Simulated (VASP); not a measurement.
**RuC4: single point with PBE**

Crystal: RuC4.

```
Ru C
1.0
     2.70963    0.00000    0.00000
    -1.35482    2.34661    0.00000
     0.00000    0.00000    6.18554
Ru C
1 4
Direct
  0.00000 0.00000 0.00000
  0.33333 0.66667 0.78086
  0.33333 0.66667 0.54353
  0.66667 0.33333 0.21914
  0.66667 0.33333 0.45647
```

- Program: VASP 6.6.1
- Task: single point
- Functional: PBE
- Potentials or basis: VASP PAW PBE potentials, release 64 (Ru_sv, C)
- Cutoff: 600 eV
- k mesh: 6 × 6 × 2
- Occupations: gaussian, width 0.1 eV
- Spin: no spin polarisation

* Pressure: -0.6 GPa
* Largest force: 0.048 eV/Å
* Band gap on the k mesh: zero (band 16 reaches 11.69 eV, above the bottom of band 17 at 10.93 eV)

Forces in eV/Å, atoms in the order of the input:
```
Ru   0.000  0.000  0.000
C    0.000  0.000  0.015
C    0.000  0.000 -0.048
C    0.000  0.000 -0.015
C    0.000  0.000  0.048
```

Stress tensor (GPa, compression positive):
```
-0.63  0.00  0.00
 0.00 -0.63  0.00
 0.00  0.00 -0.45
```

Levels at points of the mesh, in eV from the Fermi level:
| k point | band 14 | band 15 | band 16 | band 17 | band 18 | band 19 |
| --- | --- | --- | --- | --- | --- | --- |
| (0.00, 0.00, 0.00) | -2.91 | -2.16 | -2.16 | 0.29 | 0.29 | 4.31 |
| (0.50, 0.00, 0.00) | -4.79 | -3.32 | 0.02 | 0.74 | 1.58 | 3.29 |
| (0.00, 0.00, 0.50) | -3.71 | -2.30 | -2.30 | 2.24 | 2.24 | 2.46 |
| (0.50, 0.00, 0.50) | -4.00 | -3.84 | -0.83 | 0.02 | 1.33 | 3.34 |

It took 22 s on 1 thread of AMD EPYC 9R45 (Zen 5), on a shared host, peak memory 0.13 GiB.

Caveat: the k points lie up to 0.51 Å⁻¹ apart.
